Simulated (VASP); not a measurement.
# ZnS (Cc) in VASP: single point with PBE

Aim: the single point of ZnS with PBE.

Everything below comes from runs of VASP 6.6.1. Logs are shortened: lines on timing, memory, paths and dates and some standing lists are left out, and cuts for length are marked.

## Step 1: The cell of the first run

Symmetry: Cc, No. 9, monoclinic system. Conventional cell: a = 6.661 Å, b = 3.845 Å, c = 12.611 Å, α = 90.00°, β = 90.00°, γ = 90.00°. Within 3.0 Å of Zn (site symmetry 1) lie 4 S at 2.30 to 2.42 Å. Zn (site symmetry 1) has 4 S at 2.36 Å within 3.1 Å. Within 3.1 Å of S (site symmetry 1) lie 4 Zn at 2.36 Å. S (site symmetry 1) has 4 Zn at 2.30 to 2.42 Å within 3.0 Å.

## Step 2: Single point, PBE (atoms displaced along a vibrational mode)

The input, INCAR:

```
PREC = Accurate ; ENCUT = 520
EDIFF = 1E-7 ; ISMEAR = 0
SIGMA = 0.05 ; LREAL = False
LASPH = True ; NELM = 80
ALGO = Normal ; ISIF = 2
LWAVE = False ; LCHARG = False
GGA = PE ; NBANDS = 46
```

The input, KPOINTS:

```
Automatic mesh
0
Gamma
  12 12 2
```

The input, POSCAR:

```
ZnS
1.0
    3.8454929876      0.0000000000      0.0000000000
   -1.9227464938      3.3302946173      0.0000000000
    0.0000000000      0.0000000000     12.6106666232
Zn S
4 4
Direct
    0.3276403951      0.6666666667      0.0026098951
    0.3390262716      0.6666666667      0.5026098951
    0.6670002831      0.3333333333      0.2526098951
    0.6663330502      0.3333333333      0.7526098951
    0.3333333333      0.6666666667      0.1898901049
    0.3333333333      0.6666666667      0.6898901049
    0.6536644326      0.3333333333      0.4398901049
    0.6796689008      0.3333333333      0.9398901049
```

Potentials or basis: VASP PAW PBE potentials, release 64 (Zn, S).

The run is started by

```sh
$ cat potpaw_PBE.64/Zn/POTCAR potpaw_PBE.64/S/POTCAR > POTCAR
$ mpirun -np 1 vasp_std > vasp.out
```

OUTCAR:

```text
PREC = Accurate
   ENCUT = 520
   EDIFF = 1E-7
   ISMEAR = 0
   LREAL = False
   LASPH = True
   NELM = 80
   ISIF = 2
   GGA = PE

 ion  position               nearest neighbor table
   1  0.328  0.667  0.003-   8 2.30   8 2.36   5 2.36   8 2.42
   2  0.339  0.667  0.503-   7 2.30   7 2.36   6 2.36   7 2.42
   3  0.667  0.333  0.253-   5 2.36   5 2.36   5 2.36   7 2.36
   4  0.666  0.333  0.753-   6 2.36   6 2.36   6 2.36   8 2.36
   5  0.333  0.667  0.190-   3 2.36   3 2.36   3 2.36   1 2.36
   6  0.333  0.667  0.690-   4 2.36   4 2.36   4 2.36   2 2.36
   7  0.654  0.333  0.440-   2 2.30   2 2.36   3 2.36   2 2.42
   8  0.680  0.333  0.940-   1 2.30   1 2.36   4 2.36   1 2.42

  LATTYP: Found a hexagonal cell.
 ALAT       =     3.8454929876
 C/A-ratio  =     3.2793367883

  Lattice vectors:

 A1 = (   3.8454929876,   0.0000000000,   0.0000000000)
 A2 = (  -1.9227464938,   3.3302946173,   0.0000000000)
 A3 = (   0.0000000000,   0.0000000000,  12.6106666232)

Analysis of symmetry for initial positions (statically):
=====================================================================
 Subroutine PRICEL returns:
 Original cell was already a primitive cell.

 Routine SETGRP: Setting up the symmetry group for a
 hexagonal supercell.

 Subroutine GETGRP returns: Found  2 space group operations
 (whereof  1 operations were pure point group operations)
 out of a pool of 24 trial point group operations.

The static configuration has the point symmetry C_1 .
 The point group associated with its full space group is C_1h.

Analysis of symmetry for dynamics (positions and initial velocities):
=====================================================================
 Subroutine PRICEL returns:
 Original cell was already a primitive cell.

 Routine SETGRP: Setting up the symmetry group for a
 hexagonal supercell.

 Subroutine GETGRP returns: Found  2 space group operations
 (whereof  1 operations were pure point group operations)
 out of a pool of 24 trial point group operations.

The dynamic configuration has the point symmetry C_1 .
 The point group associated with its full space group is C_1h.

 Subroutine INISYM returns: Found  2 space group operations
 (whereof  1 operations are pure point group operations),
 and found     1 'primitive' translations

----------------------------------------------------------------------------------------

                                     Primitive cell

  volume of cell :     161.5001

  direct lattice vectors                    reciprocal lattice vectors
     3.845492988  0.000000000  0.000000000     0.260044682  0.150136867  0.000000000
    -1.922746494  3.330294617  0.000000000     0.000000000  0.300273734  0.000000000
     0.000000000  0.000000000 12.610666623     0.000000000  0.000000000  0.079297949

  length of vectors
     3.845492988  3.845492988 12.610666623     0.300273734  0.300273734  0.079297949

  position of ions in fractional coordinates (direct lattice)
     0.327640395  0.666666667  0.002609895
     0.339026272  0.666666667  0.502609895
     0.667000283  0.333333333  0.252609895
     0.666333050  0.333333333  0.752609895
     0.333333333  0.666666667  0.189890105
     0.333333333  0.666666667  0.689890105
     0.653664433  0.333333333  0.439890105
     0.679668901  0.333333333  0.939890105

  ion indices of the primitive-cell ions
   primitive index   ion index
                 1           1
                 2           2
                 3           3
                 4           4
                 5           5
                 6           6
                 7           7
                 8           8

----------------------------------------------------------------------------------------

 KPOINTS: Automatic mesh

Automatic generation of k-mesh.
 Grid dimensions read from file:
 generate k-points for:   12   12    2

 Generating k-lattice:

  Cartesian coordinates                     Fractional coordinates (reciprocal lattice)
     0.021670390  0.012511406  0.000000000     0.083333333  0.000000000  0.000000000
     0.000000000  0.025022811  0.000000000     0.000000000  0.083333333  0.000000000
     0.000000000  0.000000000  0.039648975     0.000000000  0.000000000  0.500000000

  Length of vectors
     0.025022811  0.025022811  0.039648975

  Shift w.r.t. Gamma in fractional coordinates (k-lattice)
     0.000000000  0.000000000  0.000000000

 Subroutine IBZKPT returns following result:
 ===========================================

 Found     86 irreducible k-points:

 Following reciprocal coordinates:
            Coordinates               Weight
  0.000000  0.000000  0.000000      1.000000
  0.083333 -0.000000  0.000000      4.000000
  0.000000  0.083333  0.000000      2.000000
  0.166667  0.000000  0.000000      4.000000
  0.000000  0.166667  0.000000      2.000000
  0.250000 -0.000000  0.000000      4.000000
[... 16 lines left out ...]
 -0.083333  0.416667  0.000000      4.000000
 -0.416667  0.333333  0.000000      4.000000
 [... further k-points ...]
   k-points           NKPTS =     86   k-points in BZ     NKDIM =     86   number of bands    NBANDS=     46
   number of dos      NEDOS =    301   number of ions     NIONS =      8
   total plane-waves  NPLWV =  86400
   dimension x,y,z NGX =    30 NGY =   30 NGZ =   96
   dimension x,y,z NGXF=    60 NGYF=   60 NGZF=  192
   ions per type =               4   4
   NGX,Y,Z   is equivalent  to a cutoff of  12.97, 12.97, 12.66 a.u.
   NGXF,Y,Z  is equivalent  to a cutoff of  25.94, 25.94, 25.31 a.u.
 SYSTEM =  unknown system
   PREC   = accura    normal or accurate (medium, high low for compatibility)
   ISTART =      0    job   : 0-new  1-cont  2-samecut
   ICHARG =      2    charge: 1-file 2-atom 10-const
   ISPIN  =      1    spin polarized calculation?
   LNONCOLLINEAR =      F non collinear calculations
   LSORBIT =      F    spin-orbit coupling
   LASPH  =      T    aspherical Exc in radial PAW
   ENCUT  =  520.0 eV  38.22 Ry    6.18 a.u.   7.15  7.15 23.45*2*pi/ulx,y,z
   NELM   =     80;   NELMIN=  2; NELMDL= -5     # of ELM steps
   EDIFF  = 0.1E-06   stopping-criterion for ELM
   LREAL  =      F    real-space projection
   EDIFFG = 0.1E-05   stopping-criterion for IOM
   NSW    =      0    number of steps for IOM
   IBRION =     -1    ionic relax: 0-MD 1-quasi-New 2-CG
   NFREE  =      0    steps in history (QN), initial steepest desc. (CG)
   ISIF   =      2    stress and relaxation
   ISYM   =      2    0-nonsym 1-usesym 2-fastsym
   POTIM  = 0.5000    time-step for ionic-motion
   TEBEG  =    0.0;   TEEND  =   0.0 temperature during run
   PSTRESS=    0.0 pullay stress
   NELECT =      72.0000    total number of electrons
   NUPDOWN=      -1.0000    fix difference up-down
   EMIN   =  10.00;   EMAX   =-10.00  energy-range for DOS
   EFERMI =   0.00;   METHOD = LEGACY
   ISMEAR =     0;   SIGMA  =   0.05  broadening in eV -4-tet -1-fermi 0-gaus
   EFERMI_NEDOS =   21; number of points for ismear=-14 and -15
   IALGO  =     38    algorithm
   IMIX   =      4    mixing-type and parameters
     AMIX     =   0.40;   BMIX     =  1.00
     AMIX_MAG =   1.60;   BMIX_MAG =  1.00
  volume/ion in A,a.u.               =      20.19       136.23
  Fermi-wavevector in a.u.,A,eV,Ry     =   1.250628  2.363344 21.280464  1.564070
  Thomas-Fermi vector in A             =   2.384613
   LORBIT       =      0    0 simple, 1 ext, 2 COOP (PROOUT), +10 PAW based schemes
   GGA     = PE    functional components
   LHFCALC =     F    Hartree Fock is set to
   AEXX    =    0.0000 exact exchange contribution
   IVDW    =     0    specifies the selected vdW correction
   LEPSILON=     F    determine dielectric tensor
   LRPA    =     F    only Hartree local field effects (RPA)
 non-spin polarized calculation
 Gauss-broadening in eV      SIGMA  =   0.05
  energy-cutoff  :      520.00
  volume of cell :      161.50
 maximum number of plane-waves:      4395
 NGX is ok and might be reduce to    30
   NGX = 15   NGY = 15   NGZ = 47

 number of electron      72.0000009 magnetization

 Free energy of the ion-electron system (eV)
  ---------------------------------------------------
  ext. energy  EPLUGINS =         0.00000000
  ---------------------------------------------------
  free energy    TOTEN  =       -27.35855309 eV

  energy without entropy =      -27.35855309  energy(sigma->0) =      -27.35855309

 E-fermi :   2.1418     XC(G=0):  -9.5156

 val. band max:        1.9149118783   @ k =   0.0000   0.0000   0.0000
 cond. band min:       3.9944374645   @ k =   0.0000   0.0000   0.0000
 fundamental gap:      2.0795255861
 Fermi energy:         2.1418296363

 k-point     1 :       0.0000    0.0000    0.0000
  band No.  band energies     occupation
      1     -11.0969      2.00000
      2     -10.6914      2.00000
      3     -10.6876      2.00000
      4     -10.2082      2.00000
      5      -4.3626      2.00000
      6      -4.3598      2.00000
[... 38 lines left out ...]
     45       8.6799      0.00000
     46       8.6933      0.00000

 k-point     2 :       0.0833   -0.0000    0.0000
  band No.  band energies     occupation
      1     -11.0518      2.00000
      2     -10.6539      2.00000
      3     -10.6501      2.00000
      4     -10.1828      2.00000
      5      -4.3613      2.00000
      6      -4.3564      2.00000
[... 38 lines left out ...]
     45       8.6371      0.00000
     46       8.8715      0.00000

 k-point     3 :       0.0000    0.0833    0.0000
  band No.  band energies     occupation
      1     -11.0518      2.00000
      2     -10.6539      2.00000
      3     -10.6501      2.00000
      4     -10.1828      2.00000
      5      -4.3589      2.00000
      6      -4.3586      2.00000
[... 38 lines left out ...]
     45       8.6300      0.00000
     46       8.8686      0.00000

 k-point     4 :       0.1667    0.0000    0.0000
  band No.  band energies     occupation
      1     -10.9226      2.00000
      2     -10.5486      2.00000
      3     -10.5446      2.00000
      4     -10.1143      2.00000
      5      -4.3616      2.00000
      6      -4.3492      2.00000
[... 920 lines left out ...]
     45       8.8319      0.00000
     46       9.9742      0.00000

 k-point    23 :      -0.0833    0.4167    0.0000
  band No.  band energies     occupation
      1     -10.3779      2.00000
      2     -10.1492      2.00000
      3     -10.1455      2.00000
      4      -9.9181      2.00000
      5      -4.3238      2.00000
      6      -4.3163      2.00000
[... 38 lines left out ...]
     45       8.8387      0.00000
     46       9.9761      0.00000

 k-point    24 :      -0.4167    0.3333    0.0000
  band No.  band energies     occupation
      1     -10.3786      2.00000
      2     -10.1496      2.00000
      3     -10.1455      2.00000
      4      -9.9186      2.00000
      5      -4.3257      2.00000
      6      -4.3160      2.00000
[... 38 lines left out ...]
     45       8.8302      0.00000
     46       9.9774      0.00000

 [... further k-points ...]
[... 5 lines left out ...]
  --------------------------------------------------------------------------------------
  -------------------------------------------------------------------------------------
  Total        0.3058659      0.1922135      0.1677484      0.0000000      0.0693132      0.0000000
  in kB        3.0343732      1.9068729      1.6641646      0.0000000      0.6876283      0.0000000
  external PRESSURE =       2.2018035 kB  Pullay stress =       0.0000000 kB

 VOLUME and BASIS-vectors are now :
 -----------------------------------------------------------------------------
  energy-cutoff  :      520.00
  volume of cell :      161.50
      direct lattice vectors                 reciprocal lattice vectors
     3.845492988  0.000000000  0.000000000     0.260044682  0.150136867  0.000000000
    -1.922746494  3.330294617  0.000000000     0.000000000  0.300273734  0.000000000
     0.000000000  0.000000000 12.610666623     0.000000000  0.000000000  0.079297949

 POSITION                                       TOTAL-FORCE (eV/Angst)
 -----------------------------------------------------------------------------------
     -0.02189      2.22020      0.03291         0.374974      0.045436      0.029513
      0.02189      2.22020      6.33825        -0.374974      0.045436      0.029513
      1.92403      1.11010      3.18558        -0.021416      0.000447      0.003211
      1.92146      1.11010      9.49091         0.021416      0.000447      0.003211
     -0.00000      2.22020      2.39464         0.000155      0.001541     -0.001237
     -0.00000      2.22020      8.69997        -0.000155      0.001541     -0.001237
      1.87275      1.11010      5.54731         0.418565     -0.047425     -0.031487
      1.97275      1.11010     11.85264        -0.418565     -0.047425     -0.031487
 -----------------------------------------------------------------------------------
    total drift:                                0.000000      0.000024     -0.000469

  FREE ENERGIE OF THE ION-ELECTRON SYSTEM (eV)
  ---------------------------------------------------
  free  energy   TOTEN  =       -27.3585530930 eV

  energy  without entropy=      -27.3585530930  energy(sigma->0) =      -27.35855309
```

It took 6.6 min on 1 thread of AMD EPYC 9R45 (Zen 5), shared host; peak memory 0.56 GiB.

What came out:

* Free energy: -27.3586 eV
* Pressure: 0.2 GPa
* Largest force: 0.422 eV/Å
* Band gap on the k mesh: 2.08 eV

Forces on the atoms (eV/Å):
```
Zn   0.375  0.045  0.030
Zn  -0.375  0.045  0.030
Zn  -0.021  0.000  0.003
Zn   0.021  0.000  0.003
S    0.000  0.002 -0.001
S    0.000  0.002 -0.001
S    0.419 -0.047 -0.031
S   -0.419 -0.047 -0.031
```

Caveat: the cell differs from its parent crystal (atoms displaced along a vibrational mode). A k mesh can miss the band edges.
